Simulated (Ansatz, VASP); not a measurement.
**Two plane-wave programs on NaP2**

```
Na P
1.0
     5.71812    0.00000    0.00000
    -2.85906    4.95204    0.00000
     0.00000    0.00000    7.73757
Na P
3 6
Direct
  0.38786 0.00000 0.33333
  0.00000 0.38786 0.66667
  0.61214 0.61214 0.00000
  0.98741 0.21777 0.30447
  0.78223 0.76964 0.63780
  0.23036 0.01259 0.97114
  0.21777 0.98741 0.69553
  0.76964 0.78223 0.36220
  0.01259 0.23036 0.02886
```

Alike in both runs: task relaxation of cell and atoms; functional PBE; k mesh 6 × 6 × 2; occupations gaussian, width 0.1 eV; no spin polarisation.

|  | VASP | Ansatz |
| --- | --- | --- |
| version | VASP 6.6.1 | Ansatz 0.2.0 |
| potentials or method | VASP PAW PBE potentials, release 64 (Na_pv, P), cutoff 600 eV | scalar-relativistic, plane waves, PAW |
| valence electrons in the cell | 51 | 57 |

```tsv
	VASP	Ansatz	Ansatz less VASP
gap on the k mesh at the Fermi level, each at its own relaxed structure (eV)	none	none	-
relaxed volume (Å³/atom)	23.70	23.65	-0.049
relaxed cell length with the largest relative difference (Å)	5.603	5.597	-0.0059
```

A gap of «none» marks a metal or a gap that the smearing closes. VASP's potentials hold 51 valence electrons a cell and Ansatz's 57, so a difference there can come from the potentials and not from the codes.

The k mesh is coarse, so the values compare programs but aren't converged.
